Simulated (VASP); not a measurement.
# PbS (Cmc2_1) in VASP: single point with PBE

Aim: the single point of PbS with PBE.

All numbers are computed with VASP 6.6.1; they aren't measurements. Logs are shortened: lines on timing, memory, paths and dates and some standing lists are left out, and cuts for length are marked.

**1. The cell of the first run**

It takes space group Cmc2_1 (No. 36, orthorhombic). Conventional cell: a = 4.114 Å, b = 7.132 Å, c = 7.560 Å, α = 90.00°, β = 90.00°, γ = 90.00°. Within 3.7 Å of Pb (site symmetry m) lie 6 S at 2.84 to 3.26 Å. Within 3.7 Å of S (site symmetry m) lie 6 Pb at 2.84 to 3.26 Å.

**2. Single point, PBE**

Input file INCAR:

```
PREC = Accurate
ENCUT = 520
EDIFF = 1E-6
ISMEAR = 0
SIGMA = 0.1
LREAL = Auto
LASPH = T
NELM = 80
ALGO = Normal
ISIF = 2
LWAVE = F
LCHARG = F
GGA = PE
NBANDS = 94
ISYM = 0
```

Input file KPOINTS:

```
Automatic mesh
0
Gamma
  2 2 2
  0.5 0.5 0.5
```

Input file POSCAR:

```
PbS
1.0
    8.2277673600      0.0000000000      0.0000000000
    4.1138836800      7.1316585300      0.0000000000
    4.1138836800      0.0000000000      7.5599447400
Pb S
8 8
Direct
    0.7571499250      0.4989683400      0.4867318100
    0.7571499250      0.9989683400      0.4867318100
    0.2571499250      0.4989683400      0.4867318100
    0.2571499250      0.9989683400      0.4867318100
    0.0061182650      0.5010316600      0.9867318100
    0.0061182650      0.0010316600      0.9867318100
    0.5061182650      0.5010316600      0.9867318100
    0.5061182650      0.0010316600      0.9867318100
    0.9873386450      0.8328545200      0.6924681900
    0.9873386450      0.3328545200      0.6924681900
    0.4873386450      0.8328545200      0.6924681900
    0.4873386450      0.3328545200      0.6924681900
    0.0701931650      0.1671454800      0.1924681900
    0.0701931650      0.6671454800      0.1924681900
    0.5701931650      0.1671454800      0.1924681900
    0.5701931650      0.6671454800      0.1924681900
```

Potentials or basis: VASP PAW PBE potentials, release 64 (Pb_d, S).

The run is started by

```bash
cat potpaw_PBE.64/Pb_d/POTCAR potpaw_PBE.64/S/POTCAR > POTCAR
mpirun -np 1 vasp_std > vasp.out
```

OUTCAR:

```text
PREC = Accurate
   ENCUT = 520
   EDIFF = 1E-6
   ISMEAR = 0
   LREAL = Auto
   LASPH = T
   NELM = 80
   ISIF = 2
   GGA = PE
   ISYM = 0

 ion  position               nearest neighbor table
   1  0.757  0.499  0.487-  12 2.84  10 2.84  11 2.84  13 3.25  14 3.26  16 3.26   7 3.78   5 3.78
                             3 4.11   3 4.11   2 4.12   4 4.12   2 4.12   4 4.12
   2  0.757  0.999  0.487-  11 2.84   9 2.84  12 2.84  14 3.25  13 3.26  15 3.26   8 3.78   6 3.78
                             4 4.11   4 4.11   1 4.12   3 4.12   3 4.12   1 4.12
   3  0.257  0.499  0.487-  10 2.84  12 2.84   9 2.84  15 3.25  14 3.26  16 3.26   5 3.78   7 3.78
                             1 4.11   1 4.11   2 4.12   4 4.12   4 4.12   2 4.12
   4  0.257  0.999  0.487-   9 2.84  11 2.84  10 2.84  16 3.25  15 3.26  13 3.26   6 3.78   8 3.78
                             2 4.11   2 4.11   1 4.12   3 4.12   1 4.12   3 4.12
   5  0.006  0.501  0.987-  16 2.84  14 2.84  13 2.84   9 3.25  12 3.26  10 3.26   1 3.78   3 3.78
                             7 4.11   7 4.11   6 4.12   8 4.12   6 4.12   8 4.12
   6  0.006  0.001  0.987-  15 2.84  13 2.84  14 2.84  10 3.25  11 3.26   9 3.26   2 3.78   4 3.78
                             8 4.11   8 4.11   5 4.12   7 4.12   7 4.12   5 4.12
   7  0.506  0.501  0.987-  14 2.84  16 2.84  15 2.84  11 3.25  12 3.26  10 3.26   3 3.78   1 3.78
                             5 4.11   5 4.11   6 4.12   8 4.12   8 4.12   6 4.12
   8  0.506  0.001  0.987-  13 2.84  15 2.84  16 2.84  12 3.25   9 3.26  11 3.26   4 3.78   2 3.78
                             6 4.11   6 4.11   5 4.12   7 4.12   5 4.12   7 4.12
   9  0.987  0.833  0.692-   4 2.84   2 2.84   3 2.84   5 3.25   6 3.26   8 3.26
  10  0.987  0.333  0.692-   3 2.84   1 2.84   4 2.84   6 3.25   5 3.26   7 3.26
  11  0.487  0.833  0.692-   2 2.84   4 2.84   1 2.84   7 3.25   6 3.26   8 3.26
  12  0.487  0.333  0.692-   1 2.84   3 2.84   2 2.84   8 3.25   7 3.26   5 3.26
  13  0.070  0.167  0.192-   8 2.84   6 2.84   5 2.84   1 3.25   4 3.26   2 3.26
  14  0.070  0.667  0.192-   7 2.84   5 2.84   6 2.84   2 3.25   3 3.26   1 3.26
  15  0.570  0.167  0.192-   6 2.84   8 2.84   7 2.84   3 3.25   4 3.26   2 3.26
  16  0.570  0.667  0.192-   5 2.84   7 2.84   8 2.84   4 3.25   1 3.26   3 3.26

IMPORTANT INFORMATION: All symmetrisations will be switched off!
NOSYMM: (Re-)initialisation of all symmetry stuff for point group C_1.

----------------------------------------------------------------------------------------

                                     Primitive cell

  volume of cell :     443.5996

  direct lattice vectors                    reciprocal lattice vectors
     8.227767360  0.000000000  0.000000000     0.121539654 -0.070109919 -0.066138050
     4.113883680  7.131658530  0.000000000     0.000000000  0.140219837  0.000000000
     4.113883680  0.000000000  7.559944740     0.000000000  0.000000000  0.132276099

  length of vectors
     8.227767360  8.233139882  8.606788217     0.155117793  0.140219837  0.132276099

  position of ions in fractional coordinates (direct lattice)
     0.757149925  0.498968340  0.486731810
     0.757149925  0.998968340  0.486731810
     0.257149925  0.498968340  0.486731810
     0.257149925  0.998968340  0.486731810
     0.006118265  0.501031660  0.986731810
     0.006118265  0.001031660  0.986731810
[... 8 lines left out ...]
     0.570193165  0.167145480  0.192468190
     0.570193165  0.667145480  0.192468190

  ion indices of the primitive-cell ions
   primitive index   ion index
                 1           1
                 2           2
                 3           3
                 4           4
                 5           5
                 6           6
[... 8 lines left out ...]
                15          15
                16          16

----------------------------------------------------------------------------------------

 KPOINTS: Automatic mesh

Automatic generation of k-mesh.
 Grid dimensions read from file:
 generate k-points for:    2    2    2

 Generating k-lattice:

  Cartesian coordinates                     Fractional coordinates (reciprocal lattice)
     0.060769827 -0.035054959 -0.033069025     0.500000000  0.000000000  0.000000000
     0.000000000  0.070109919  0.000000000     0.000000000  0.500000000  0.000000000
     0.000000000  0.000000000  0.066138050     0.000000000  0.000000000  0.500000000

  Length of vectors
     0.077558897  0.070109919  0.066138050

  Shift w.r.t. Gamma in fractional coordinates (k-lattice)
     0.500000000  0.500000000  0.500000000

 Subroutine IBZKPT returns following result:
 ===========================================

 Found     16 irreducible k-points:

 Following reciprocal coordinates:
            Coordinates               Weight
  0.250000  0.250000  0.250000      2.000000
  0.250000  0.000000  0.000000      2.000000
 -0.250000 -0.000000 -0.250000      2.000000
 -0.250000 -0.250000 -0.000000      2.000000
 -0.250000  0.250000  0.250000      2.000000
 -0.250000  0.500000  0.500000      2.000000
[... 8 lines left out ...]
  0.250000  0.000000 -0.250000      2.000000
  0.250000  0.250000  0.500000      2.000000
   k-points           NKPTS =     16   k-points in BZ     NKDIM =     16   number of bands    NBANDS=     94
   number of dos      NEDOS =    301   number of ions     NIONS =     16
   total plane-waves  NPLWV = 262144
   dimension x,y,z NGX =    64 NGY =   64 NGZ =   64
   dimension x,y,z NGXF=   128 NGYF=  128 NGZF=  128
   ions per type =               8   8
   NGX,Y,Z   is equivalent  to a cutoff of  12.93, 12.92, 12.36 a.u.
   NGXF,Y,Z  is equivalent  to a cutoff of  25.86, 25.85, 24.72 a.u.
 SYSTEM =  unknown system
   PREC   = accura    normal or accurate (medium, high low for compatibility)
   ISTART =      0    job   : 0-new  1-cont  2-samecut
   ICHARG =      2    charge: 1-file 2-atom 10-const
   ISPIN  =      1    spin polarized calculation?
   LNONCOLLINEAR =      F non collinear calculations
   LSORBIT =      F    spin-orbit coupling
   LASPH  =      T    aspherical Exc in radial PAW
   ENCUT  =  520.0 eV  38.22 Ry    6.18 a.u.  15.30 15.31 16.00*2*pi/ulx,y,z
   NELM   =     80;   NELMIN=  2; NELMDL= -5     # of ELM steps
   EDIFF  = 0.1E-05   stopping-criterion for ELM
   LREAL  =      T    real-space projection
   EDIFFG = 0.1E-04   stopping-criterion for IOM
   NSW    =      0    number of steps for IOM
   IBRION =     -1    ionic relax: 0-MD 1-quasi-New 2-CG
   NFREE  =      0    steps in history (QN), initial steepest desc. (CG)
   ISIF   =      2    stress and relaxation
   ISYM   =      0    0-nonsym 1-usesym 2-fastsym
   POTIM  = 0.5000    time-step for ionic-motion
   TEBEG  =    0.0;   TEEND  =   0.0 temperature during run
   PSTRESS=    0.0 pullay stress
   NELECT =     160.0000    total number of electrons
   NUPDOWN=      -1.0000    fix difference up-down
   EMIN   =  10.00;   EMAX   =-10.00  energy-range for DOS
   EFERMI =   0.00;   METHOD = LEGACY
   ISMEAR =     0;   SIGMA  =   0.10  broadening in eV -4-tet -1-fermi 0-gaus
   EFERMI_NEDOS =   21; number of points for ismear=-14 and -15
   IALGO  =     38    algorithm
   IMIX   =      4    mixing-type and parameters
     AMIX     =   0.40;   BMIX     =  1.00
     AMIX_MAG =   1.60;   BMIX_MAG =  1.00
  volume/ion in A,a.u.               =      27.72       187.10
  Fermi-wavevector in a.u.,A,eV,Ry     =   1.165336  2.202165 18.476815  1.358008
  Thomas-Fermi vector in A             =   2.301863
   LORBIT       =      0    0 simple, 1 ext, 2 COOP (PROOUT), +10 PAW based schemes
   GGA     = PE    functional components
   LHFCALC =     F    Hartree Fock is set to
   AEXX    =    0.0000 exact exchange contribution
   IVDW    =     0    specifies the selected vdW correction
   LEPSILON=     F    determine dielectric tensor
   LRPA    =     F    only Hartree local field effects (RPA)
 non-spin polarized calculation
 Gauss-broadening in eV      SIGMA  =   0.10
  energy-cutoff  :      520.00
  volume of cell :      443.60
 maximum number of plane-waves:     11954
 NGX is ok and might be reduce to    64
   NGX = 31   NGY = 31   NGZ = 31

 number of electron     159.9999994 magnetization

 Free energy of the ion-electron system (eV)
  ---------------------------------------------------
  ext. energy  EPLUGINS =         0.00000000
  ---------------------------------------------------
  free energy    TOTEN  =       -69.23850579 eV

  energy without entropy =      -69.23850579  energy(sigma->0) =      -69.23850579

 E-fermi :   5.3421     XC(G=0):  -9.3560

 val. band max:        4.8456596879   @ k =  -0.2500   0.2500   0.2500
 cond. band min:       5.9867674787   @ k =   0.2500   0.0000  -0.2500
 fundamental gap:      1.1411077908
 Fermi energy:         5.3421036377

 k-point     1 :       0.2500    0.2500    0.2500
  band No.  band energies     occupation
      1     -11.7877      2.00000
      2     -11.7658      2.00000
      3     -11.7632      2.00000
      4     -11.7376      2.00000
      5     -11.7376      2.00000
      6     -11.7354      2.00000
[... 84 lines left out ...]
     91       8.4703      0.00000
     92       8.5033      0.00000

 k-point     2 :       0.2500    0.0000    0.0000
  band No.  band energies     occupation
      1     -11.7877      2.00000
      2     -11.7658      2.00000
      3     -11.7632      2.00000
      4     -11.7376      2.00000
      5     -11.7376      2.00000
      6     -11.7354      2.00000
[... 1319 lines left out ...]
     91       8.2626      0.00000
     92       8.4692      0.00000

 k-point    16 :       0.2500    0.2500    0.5000
  band No.  band energies     occupation
      1     -11.7880      2.00000
      2     -11.7850      2.00000
      3     -11.7656      2.00000
      4     -11.7375      2.00000
      5     -11.7228      2.00000
      6     -11.7214      2.00000
[... 84 lines left out ...]
     91       8.2626      0.00000
     92       8.4691      0.00000
 [bands above 92 left out]

------------------------ aborting loop because EDIFF is reached ----------------------------------------

  FORCE on cell =-STRESS in cart. coord.  units (eV):
  Direction    XX          YY          ZZ          XY          YZ          ZX
  --------------------------------------------------------------------------------------
  -------------------------------------------------------------------------------------
  Total        2.5347471      2.8207874      2.7530789      0.0000264      0.0000210      0.0000333
  in kB        9.1549093     10.1880195      9.9434726      0.0000953      0.0000757      0.0001202
  external PRESSURE =       9.7621338 kB  Pullay stress =       0.0000000 kB

 VOLUME and BASIS-vectors are now :
 -----------------------------------------------------------------------------
  energy-cutoff  :      520.00
  volume of cell :      443.60
      direct lattice vectors                 reciprocal lattice vectors
     8.227767360  0.000000000  0.000000000     0.121539654 -0.070109919 -0.066138050
     4.113883680  7.131658530  0.000000000     0.000000000  0.140219837  0.000000000
     4.113883680  0.000000000  7.559944740     0.000000000  0.000000000  0.132276099

 POSITION                                       TOTAL-FORCE (eV/Angst)
 -----------------------------------------------------------------------------------
     10.28471      3.55847      3.67967        -0.000003      0.012017     -0.067183
     12.34165      7.12430      3.67967         0.000004      0.012008     -0.067166
      6.17083      3.55847      3.67967         0.000006      0.012007     -0.067168
      8.22777      7.12430      3.67967        -0.000003      0.012006     -0.067172
      6.17083      3.57319      7.45964         0.000005     -0.012017     -0.067197
      4.11388      0.00736      7.45964        -0.000000     -0.012012     -0.067236
[... 8 lines left out ...]
      6.17083      1.19202      1.45505         0.000009      0.019313      0.067177
      8.22777      4.75785      1.45505         0.000002      0.019301      0.067176
 -----------------------------------------------------------------------------------
    total drift:                               -0.000017      0.000021      0.045503

  FREE ENERGIE OF THE ION-ELECTRON SYSTEM (eV)
  ---------------------------------------------------
  free  energy   TOTEN  =       -69.2385057911 eV

  energy  without entropy=      -69.2385057911  energy(sigma->0) =      -69.23850579
```

Run time: 22 min. Hardware: 1 thread of Intel Xeon Platinum 8488C (Sapphire Rapids), shared host; peak memory 0.78 GiB.

What came out:

| Property | Result |
| --- | --- |
| Free energy | -69.2385 eV |
| Pressure | 1.0 GPa |
| Largest force | 0.070 eV/Å |
| Band gap on the k mesh | 1.14 eV |

Forces on the atoms (eV/Å):
```
Pb   0.000  0.012 -0.067
Pb   0.000  0.012 -0.067
Pb   0.000  0.012 -0.067
Pb   0.000  0.012 -0.067
Pb   0.000 -0.012 -0.067
Pb   0.000 -0.012 -0.067
Pb   0.000 -0.012 -0.067
Pb   0.000 -0.012 -0.067
S    0.000 -0.019  0.067
S    0.000 -0.019  0.067
S    0.000 -0.019  0.067
S    0.000 -0.019  0.067
S    0.000  0.019  0.067
S    0.000  0.019  0.067
S    0.000  0.019  0.067
S    0.000  0.019  0.067
```

Stress tensor (GPa, compression positive):
```
0.92 0.00 0.00
0.00 1.02 0.00
0.00 0.00 0.99
```

Levels at points of the mesh, in eV from the valence-band top:
| k point | band 76 | band 77 | band 78 | band 79 | band 80 | band 81 | band 82 | band 83 | band 84 | band 85 |
| --- | --- | --- | --- | --- | --- | --- | --- | --- | --- | --- |
| (0.25, 0.25, 0.25) | -1.26 | -1.17 | -1.16 | -0.44 | -0.01 | 1.52 | 1.62 | 1.85 | 2.16 | 2.72 |

Caveat: spin-orbit coupling is left out, which moves the levels of the heavy elements.
